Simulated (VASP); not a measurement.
**AlGaAs2: single point with PBE**

AlGaAs2:

```
Al Ga As
1.0
     1.85843    1.07296    6.23564
    -1.85843    1.07296    6.23564
     0.00000   -2.14593    6.23564
Al Ga As
1 1 2
Direct
  0.00000 0.00000 0.00000
  0.50000 0.50000 0.50000
  0.25225 0.25225 0.25225
  0.74775 0.74775 0.74775
```

* Program: VASP 6.6.1
* Task: single point
* Functional: PBE
* Potentials or basis: VASP PAW PBE potentials, release 64 (Al, Ga_d, As)
* Cutoff: 520 eV
* k mesh: 8 × 8 × 8
* Occupations: fermi-dirac, width 0.02 eV
* Spin: non-collinear spin, zero start, spin-orbit coupling
* Starting moments: [[0.0, 0.0, 0.0], [0.0, 0.0, 0.0], [0.0, 0.0, 0.0], [0.0, 0.0, 0.0]] μB

The pressure is 2.6 GPa, the largest force is 0.081 eV/Å and the net moment is 0.00 μB per cell. The valence electrons inside the program's atomic spheres are Al 0.73; Ga 11.53; As 2.80.

Forces in eV/Å, atoms in the order of the input:
```
Al   0.000  0.000  0.000
Ga   0.000  0.000  0.000
As   0.000  0.000  0.081
As   0.000  0.000 -0.081
```

Stress tensor (GPa, compression positive):
```
2.66 0.00 0.00
0.00 2.66 0.00
0.00 0.00 2.57
```

Moments on the atoms (μB; x, y, z):
```
Al  0.00 0.00 0.00
Ga  0.00 0.00 0.00
As  0.00 0.00 0.00
As  0.00 0.00 0.00
```

Wall time 12 min on 1 thread of AMD EPYC 9R45 96-Core Processor (Zen 5), on a shared host, peak memory 0.95 GiB.
